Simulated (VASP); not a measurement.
Here is a VASP 6.6.1 calculation.

Contents of INCAR:

```
PREC = Accurate
ENCUT = 520
EDIFF = 1E-6
ISMEAR = -1
SIGMA = 0.11
LREAL = Auto
LASPH = True
NELM = 100
ALGO = Normal
ISIF = 2
LWAVE = False
LCHARG = False
GGA = PS
NBANDS = 38
```

File KPOINTS:

```
Automatic mesh
0
Gamma
  2 2 2
```

The input POSCAR:

```
Li
1.0
    7.2053150000      0.0000000000      0.0000000000
    0.0000000000      7.2053150000      0.0000000000
    0.0000000000      0.0000000000      7.2053150000
Li
16
Direct
    0.0123519929      0.1060605955      0.1244914344
    0.5567417941     -0.0172233969     -0.0344467938
   -0.0143227604      0.5293592300     -0.0271743845
    0.0595671390      0.0449251698      0.4788409667
    0.3035953321      0.3345447076      0.2091095254
    0.5109145124      0.4258939408     -0.0471735101
    0.4988400923      0.0011380488      0.4725955770
    0.7142505220      0.3237748801      0.3267310312
    0.0572077695      0.4837956425      0.5072089145
    0.2212810960      0.7315988267      0.2307046951
    0.2720491748      0.2737701266      0.7344717060
    0.4562326560      0.6229290461      0.4762595390
    0.8156756505      0.7974807486      0.2318982584
    0.7602582260      0.2269297040      0.7293366078
    0.2134119050      0.8065296243      0.8101658290
    0.7917766260      0.7979665011      0.6585694033
```

Potentials or basis: VASP PAW PBE potentials, release 64 (Li_sv).

Run with:

```sh
$ cat potpaw_PBE.64/Li_sv/POTCAR > POTCAR
$ mpirun -np 1 vasp_std > vasp.out
```

Predict the largest force.

0.876 eV/Å.

What does it give for the band gap on the k mesh?

Zero (band 24 reaches 0.51 eV, above the bottom of band 25 at -0.27 eV).

Forces in eV/Å, atoms in the order of the input:
```
Li  -0.064  0.104 -0.667
Li  -0.168  0.027  0.258
Li  -0.124 -0.286 -0.022
Li   0.051 -0.108  0.196
Li  -0.195 -0.301  0.414
Li   0.453  0.746 -0.081
Li  -0.183  0.345 -0.126
Li   0.115  0.019 -0.124
Li  -0.227  0.182 -0.110
Li   0.007  0.308 -0.219
Li  -0.060 -0.258 -0.033
Li   0.247 -0.393  0.428
Li  -0.272 -0.277  0.146
Li   0.257  0.028 -0.086
Li   0.053  0.058 -0.161
Li   0.111 -0.195  0.187
```

Caveat: the k points lie up to 0.44 Å⁻¹ apart; the PAW data sets were made with another functional, which shifts forces and pressure a little.
